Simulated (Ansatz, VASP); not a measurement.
# One calculation of NiO, two programs

```xyz
4
Lattice="2.0943 2.0943 0.0000 -2.0943 2.0943 0.0000 0.0000 0.0000 4.0211" Properties=species:S:1:pos:R:3 pbc="T T T"
Ni    0.0000    0.0000    0.0000
Ni    0.0000    2.0943    2.0105
O     0.0000    2.0943    0.0000
O     0.0000    0.0000    2.0105
```

Change from the starting cell: strain along c alone, the other axes held, atoms relaxed: -4.0 %.

Alike in both runs: task single point; functional r2SCAN; k mesh 10 × 10 × 8; occupations gaussian, width 0.02 eV; collinear spin.

```csv
,VASP,Ansatz
version,VASP 6.6.1,Ansatz 0.2.0
potentials or method,"VASP PAW PBE potentials, release 64 (Ni, O), cutoff 520 eV","scalar-relativistic, plane waves, PAW"
valence electrons in the cell,32,48
```

|  | VASP | Ansatz | Ansatz less VASP |
| --- | --- | --- | --- |
| gap on the k mesh at the Fermi level (eV) | 0.36 | 0.43 | +0.080 |
| least direct gap on the mesh (eV) | 1.42 | 1.49 | +0.074 |
| pressure (GPa) | 10.5 | 10.4 | -0.07 |
| traceless stress, the component that is largest in VASP (GPa) | 9.30 | 9.12 | -0.181 |
| net moment per atom (μB) | 1.00 | 1.00 | 0.000 |
| size of the moment on the site where the two differ most (μB) | 1.69 | 1.65 | -0.038 |

VASP's potentials were made for PBE, not for r2SCAN. Site moments also hang on the region over which each program counts them. The functional is the same, so the differences come from potentials, cutoffs and numerics. VASP's potentials hold 32 valence electrons a cell and Ansatz's 48, so a difference there can come from the potentials and not from the codes. Ansatz's warnings: stability check not made.
